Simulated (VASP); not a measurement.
# TiB2 (P6/mmm) in VASP: relaxation of cell and atoms with LDA

Aim: the relaxation of cell and atoms of TiB2 with LDA.

Program: VASP 6.6.1. These are calculated values, not measurements. Logs are shortened: lines on timing, memory, paths and dates and some standing lists are left out, and cuts for length are marked.

## 1. The cell of the first run

Symmetry: P6/mmm, No. 191, hexagonal system. The conventional cell has a = 2.994 Å, b = 2.994 Å, c = 3.160 Å, α = 90.00°, β = 90.00°, γ = 120.00°. Within 3.2 Å of Ti (site symmetry 6/mmm) lie 12 B at 2.34 Å and 8 Ti at 2.99 to 3.16 Å. Within 2.4 Å of B (site symmetry -6m2) lie 3 B at 1.73 Å and 6 Ti at 2.34 Å.

## 2. Relaxation of cell and atoms, LDA

The input, INCAR:

```
SYSTEM = TiB2
ALGO     = Normal         ! electronic algorithm
EDIFF    = 1E-6           ! SCF threshold, eV
EDIFFG   = -0.001         ! ionic threshold
ENCUT    = 600            ! plane-wave cutoff, eV
IBRION   = 2              ! ionic algorithm
ISIF     = 3              ! what is computed and relaxed
ISMEAR   = -1             ! smearing method
LASPH    = .TRUE.         ! aspherical terms in the spheres
LCHARG   = .FALSE.        ! write CHGCAR
LREAL    = .FALSE.        ! projectors in reciprocal space
LWAVE    = .FALSE.        ! write WAVECAR
NELM     = 60             ! most SCF steps
NSW      = 80             ! ionic steps
PREC     = Accurate       ! precision mode
SIGMA    = 0.15           ! smearing width, eV
```

The input, KPOINTS:

```
k-points
0
G
  15 15 12
  0 0 0
```

The input, POSCAR:

```
TiB2
1.0
    2.9939207509      0.0000000029      0.0000000000
   -1.4969603779      2.5928114258      0.0000000000
    0.0000000000      0.0000000000      3.1595020637
Ti B
1 2
Direct
    0.0000000000      0.0000000000      0.0000000000
    0.3333333333      0.6666666667      0.5000000000
    0.6666666667      0.3333333333      0.5000000000
```

Potentials or basis: VASP PAW LDA potentials, release 64 (Ti_sv, B).

Started as:

```
> cat potpaw_LDA.64/Ti_sv/POTCAR potpaw_LDA.64/B/POTCAR > POTCAR
> mpirun -np 1 vasp_std > vasp.out
```

OUTCAR:

```text
SYSTEM = TiB2
   EDIFF = 1E-6
   EDIFFG = -0.001
   ENCUT = 600
   IBRION = 2
   ISIF = 3
   ISMEAR = -1
   LASPH = .TRUE.
   LREAL = .FALSE.
   NELM = 60
   NSW = 80
   PREC = Accurate

 ion  position               nearest neighbor table
   1  0.000  0.000  0.000-   2 2.34   3 2.34   2 2.34   3 2.34   3 2.34   3 2.34   2 2.34   2 2.34
                             3 2.34   3 2.34   2 2.34   2 2.34
   2  0.333  0.667  0.500-   3 1.73   3 1.73   3 1.73   1 2.34   1 2.34   1 2.34   1 2.34   1 2.34
                             1 2.34
   3  0.667  0.333  0.500-   2 1.73   2 1.73   2 1.73   1 2.34   1 2.34   1 2.34   1 2.34   1 2.34
                             1 2.34

  LATTYP: Found a hexagonal cell.
 ALAT       =     2.9939207509
 C/A-ratio  =     1.0553058436

  Lattice vectors:

 A1 = (   2.9939207509,   0.0000000029,   0.0000000000)
 A2 = (  -1.4969603779,   2.5928114258,   0.0000000000)
 A3 = (   0.0000000000,   0.0000000000,   3.1595020637)

Analysis of symmetry for initial positions (statically):
=====================================================================
 Subroutine PRICEL returns:
 Original cell was already a primitive cell.

 Routine SETGRP: Setting up the symmetry group for a
 hexagonal supercell.

 Subroutine GETGRP returns: Found 24 space group operations
 (whereof 24 operations were pure point group operations)
 out of a pool of 24 trial point group operations.

The static configuration has the point symmetry D_6h.

Analysis of symmetry for dynamics (positions and initial velocities):
=====================================================================
 Subroutine PRICEL returns:
 Original cell was already a primitive cell.

 Routine SETGRP: Setting up the symmetry group for a
 hexagonal supercell.

 Subroutine GETGRP returns: Found 24 space group operations
 (whereof 24 operations were pure point group operations)
 out of a pool of 24 trial point group operations.

The dynamic configuration has the point symmetry D_6h.

 Subroutine INISYM returns: Found 24 space group operations
 (whereof 24 operations are pure point group operations),
 and found     1 'primitive' translations

----------------------------------------------------------------------------------------

                                     Primitive cell

  volume of cell :      24.5262

  direct lattice vectors                    reciprocal lattice vectors
     2.993920751  0.000000003  0.000000000     0.334010177  0.192840866  0.000000000
    -1.496960378  2.592811426  0.000000000    -0.000000000  0.385681731  0.000000000
     0.000000000  0.000000000  3.159502064     0.000000000  0.000000000  0.316505569

  length of vectors
     2.993920751  2.993920751  3.159502064     0.385681731  0.385681731  0.316505569

  position of ions in fractional coordinates (direct lattice)
     0.000000000  0.000000000  0.000000000
     0.333333333  0.666666667  0.500000000
     0.666666667  0.333333333  0.500000000

  ion indices of the primitive-cell ions
   primitive index   ion index
                 1           1
                 2           2
                 3           3

----------------------------------------------------------------------------------------

 KPOINTS: k-points

Automatic generation of k-mesh.
 Grid dimensions read from file:
 generate k-points for:   15   15   12

 Generating k-lattice:

  Cartesian coordinates                     Fractional coordinates (reciprocal lattice)
     0.022267345  0.012856058  0.000000000     0.066666667  0.000000000  0.000000000
    -0.000000000  0.025712115  0.000000000     0.000000000  0.066666667  0.000000000
     0.000000000  0.000000000  0.026375464     0.000000000  0.000000000  0.083333333

  Length of vectors
     0.025712115  0.025712115  0.026375464

  Shift w.r.t. Gamma in fractional coordinates (k-lattice)
     0.000000000  0.000000000  0.000000000

 Subroutine IBZKPT returns following result:
 ===========================================

 Found    189 irreducible k-points:

 Following reciprocal coordinates:
            Coordinates               Weight
  0.000000  0.000000  0.000000      1.000000
  0.066667  0.000000  0.000000      6.000000
  0.133333  0.000000  0.000000      6.000000
  0.200000  0.000000  0.000000      6.000000
  0.266667  0.000000  0.000000      6.000000
  0.333333  0.000000  0.000000      6.000000
[... 16 lines left out ...]
  0.333333  0.200000  0.000000     12.000000
  0.400000  0.200000  0.000000      6.000000
 [... further k-points ...]
   k-points           NKPTS =    189   k-points in BZ     NKDIM =    189   number of bands    NBANDS=     13
   number of dos      NEDOS =    301   number of ions     NIONS =      3
   total plane-waves  NPLWV =  16128
   dimension x,y,z NGX =    24 NGY =   24 NGZ =   28
   dimension x,y,z NGXF=    48 NGYF=   48 NGZF=   56
   ions per type =               1   2
   NGX,Y,Z   is equivalent  to a cutoff of  13.33, 13.33, 14.73 a.u.
   NGXF,Y,Z  is equivalent  to a cutoff of  26.65, 26.65, 29.47 a.u.
 SYSTEM =  TiB2
   PREC   = accura    normal or accurate (medium, high low for compatibility)
   ISTART =      0    job   : 0-new  1-cont  2-samecut
   ICHARG =      2    charge: 1-file 2-atom 10-const
   ISPIN  =      1    spin polarized calculation?
   LNONCOLLINEAR =      F non collinear calculations
   LSORBIT =      F    spin-orbit coupling
   LASPH  =      T    aspherical Exc in radial PAW
   ENCUT  =  600.0 eV  44.10 Ry    6.64 a.u.   5.98  5.98  6.31*2*pi/ulx,y,z
   NELM   =     60;   NELMIN=  2; NELMDL= -5     # of ELM steps
   EDIFF  = 0.1E-05   stopping-criterion for ELM
   LREAL  =      F    real-space projection
   EDIFFG = -.1E-02   stopping-criterion for IOM
   NSW    =     80    number of steps for IOM
   IBRION =      2    ionic relax: 0-MD 1-quasi-New 2-CG
   NFREE  =      1    steps in history (QN), initial steepest desc. (CG)
   ISIF   =      3    stress and relaxation
   ISYM   =      2    0-nonsym 1-usesym 2-fastsym
   POTIM  = 0.5000    time-step for ionic-motion
   TEBEG  =    0.0;   TEEND  =   0.0 temperature during run
   PSTRESS=    0.0 pullay stress
   NELECT =      18.0000    total number of electrons
   NUPDOWN=      -1.0000    fix difference up-down
   EMIN   =  10.00;   EMAX   =-10.00  energy-range for DOS
   EFERMI =   0.00;   METHOD = LEGACY
   ISMEAR =    -1;   SIGMA  =   0.15  broadening in eV -4-tet -1-fermi 0-gaus
   EFERMI_NEDOS =   21; number of points for ismear=-14 and -15
   IALGO  =     38    algorithm
   IMIX   =      4    mixing-type and parameters
     AMIX     =   0.40;   BMIX     =  1.00
     AMIX_MAG =   1.60;   BMIX_MAG =  1.00
  volume/ion in A,a.u.               =       8.18        55.17
  Fermi-wavevector in a.u.,A,eV,Ry     =   1.476689  2.790538 29.669006  2.180610
  Thomas-Fermi vector in A             =   2.591185
   LORBIT       =      0    0 simple, 1 ext, 2 COOP (PROOUT), +10 PAW based schemes
   GGA     = CA    functional components
   LHFCALC =     F    Hartree Fock is set to
   AEXX    =    0.0000 exact exchange contribution
   IVDW    =     0    specifies the selected vdW correction
   LEPSILON=     F    determine dielectric tensor
   LRPA    =     F    only Hartree local field effects (RPA)
 conjugate gradient relaxation of ions
 non-spin polarized calculation
  energy-cutoff  :      600.00
  volume of cell :       24.53
 maximum number of plane-waves:       840
 NGX is ok and might be reduce to    24
   NGX = 11   NGY = 11   NGZ = 13

--------------------------------------- Ionic step        1  -------------------------------------------

 number of electron      18.0000003 magnetization

 Free energy of the ion-electron system (eV)
  ---------------------------------------------------
  ext. energy  EPLUGINS =         0.00000000
  ---------------------------------------------------
  free energy    TOTEN  =       -26.93639787 eV

  energy without entropy =      -26.90726247  energy(sigma->0) =      -26.92183017

------------------------ aborting loop because EDIFF is reached ----------------------------------------

  FORCE on cell =-STRESS in cart. coord.  units (eV):
  Direction    XX          YY          ZZ          XY          YZ          ZX
  --------------------------------------------------------------------------------------
  -------------------------------------------------------------------------------------
  Total        0.1070944      0.1070944      0.0914440      0.0000000     -0.0000000      0.0000000
  in kB        6.9959645      6.9959645      5.9735966      0.0000000     -0.0000000      0.0000000
  external PRESSURE =       6.6551752 kB  Pullay stress =       0.0000000 kB
[... 92 lines left out ...]
  FREE ENERGIE OF THE ION-ELECTRON SYSTEM (eV)
  ---------------------------------------------------
  free  energy   TOTEN  =       -26.9365133643 eV

  energy  without entropy=      -26.9072738946  energy(sigma->0) =      -26.92189363

[... ionic steps 4 to 12 ...]

--------------------------------------- Ionic step       13  -------------------------------------------

 number of electron      18.0000003 magnetization

------------------------ aborting loop because EDIFF is reached ----------------------------------------
[... 69 lines left out ...]
--------------------------------------- Ionic step       15  -------------------------------------------

 number of electron      18.0000003 magnetization

 Free energy of the ion-electron system (eV)
  ---------------------------------------------------
  ext. energy  EPLUGINS =         0.00000000
  ---------------------------------------------------
  free energy    TOTEN  =       -26.93651409 eV

  energy without entropy =      -26.90727562  energy(sigma->0) =      -26.92189485

 E-fermi :  10.3917     XC(G=0): -13.1601

 val. band max:       10.3780247767   @ k =   0.2000   0.2000   0.0833
 cond. band min:      10.4190121889   @ k =   0.0667   0.0667   0.3333
 fundamental gap:      0.0409874122
 Fermi energy:        10.3916641344

 k-point     1 :       0.0000    0.0000    0.0000
  band No.  band energies     occupation
      1     -45.7205      2.00000
      2     -22.4669      2.00000
      3     -22.1269      2.00000
      4     -22.1269      2.00000
      5      -3.1065      2.00000
      6       7.6569      2.00000
      7       7.6569      2.00000
      8       8.2091      2.00000
      9       8.2465      2.00000
     10      12.4119      0.00000
     11      12.4119      0.00000
     12      14.3071      0.00000
     13      14.3071      0.00000
[... 354 lines left out ...]
  band No.  band energies     occupation
      1     -45.6478      2.00000
      2     -22.5459      2.00000
      3     -22.3782      2.00000
      4     -22.3417      2.00000
      5       1.5525      2.00000
      6       1.6020      2.00000
      7       4.5004      2.00000
      8       7.6553      2.00000
      9       9.8305      1.95363
     10      10.3514      1.13336
     11      12.5002      0.00000
     12      13.2038      0.00000
     13      16.3900      0.00000

 [... further k-points ...]
[... 5 lines left out ...]
  --------------------------------------------------------------------------------------
  -------------------------------------------------------------------------------------
  Total        0.0006726      0.0006726     -0.0026954      0.0000000      0.0000000      0.0000000
  in kB        0.0438337      0.0438337     -0.1756694      0.0000000      0.0000000      0.0000000
  external PRESSURE =      -0.0293340 kB  Pullay stress =       0.0000000 kB
[... 18 lines left out ...]
  FREE ENERGIE OF THE ION-ELECTRON SYSTEM (eV)
  ---------------------------------------------------
  free  energy   TOTEN  =       -26.9365140926 eV

  energy  without entropy=      -26.9072756165  energy(sigma->0) =      -26.92189485

 reached required accuracy - stopping structural energy minimisation
```

Wall time 2.5 min (1 thread of AMD EPYC 9R45 (Zen 5), shared host); peak memory 0.17 GiB.

What came out:

| Property | Result |
| --- | --- |
| Free energy | -26.9365 eV |
| Relaxed volume | 8.19 Å³/atom |
| Relaxed cell | a = 2.996 Å, b = 2.996 Å, c = 3.162 Å, α = 90.00°, β = 90.00°, γ = 120.00° |
| Space group after relaxing (to 0.1 Å) | P6/mmm (No. 191) |
| Energy gained by relaxing | 0.0 meV/atom |
| Ionic steps | 15 |
| Pressure after relaxing | 0.0 GPa |
| Band gap on the k mesh | zero (bands 9 and 10 overlap by 0.73 eV) |

Step by step:
| step | energy change (eV) | largest force (eV/Å) | pressure (GPa) | volume (Å³) |
| --- | --- | --- | --- | --- |
| 1 | 0.0000 | 0.0000 | 0.67 | 24.53 |
| 2 | 0.0000 | 0.0000 | -0.72 | 24.65 |
| 3 | -0.0001 | 0.0000 | 0.01 | 24.58 |
| 4 | -0.0001 | 0.0000 | -0.03 | 24.58 |
| 5 | -0.0001 | 0.0000 | 0.04 | 24.58 |
| 6 | -0.0001 | 0.0000 | 0.04 | 24.58 |
| 7 | -0.0001 | 0.0000 | 0.01 | 24.58 |
| 8 | -0.0001 | 0.0000 | 0.03 | 24.58 |
| 9 | -0.0001 | 0.0000 | 0.03 | 24.58 |
| 10 | -0.0001 | 0.0000 | 0.03 | 24.58 |
| 11 | -0.0001 | 0.0000 | -0.03 | 24.59 |
| 12 | -0.0001 | 0.0000 | -0.02 | 24.58 |
| 13 | -0.0001 | 0.0000 | -0.01 | 24.58 |
| 14 | -0.0001 | 0.0000 | -0.01 | 24.58 |
| 15 | -0.0001 | 0.0000 | 0.00 | 24.58 |

Final structure:
```yaml
crystal:
  lattice:
    - [2.99613, 0.00000, 0.00000]
    - [-1.49807, 2.59473, 0.00000]
    - [0.00000, 0.00000, 3.16218]
  atoms:
    - { symbol: Ti, position: [0.00000, 0.00000, 0.00000] }
    - { symbol: B, position: [0.33333, 0.66667, 0.50000] }
    - { symbol: B, position: [0.66667, 0.33333, 0.50000] }
```

Levels at points of the mesh, in eV from the Fermi level:
```
           k point  band 5  band 6  band 7  band 8  band 9  band 10  band 11  band 12  band 13
(0.00, 0.00, 0.00)  -13.50   -2.73   -2.73   -2.18   -2.15     2.02     2.02     3.92     3.92
(0.00, 0.00, 0.50)  -11.38   -7.67   -0.56   -0.56   -0.24    -0.24     0.46     0.46     1.85
```

The gap in the log of VASP goes by the Fermi energy; the results here count the filled bands.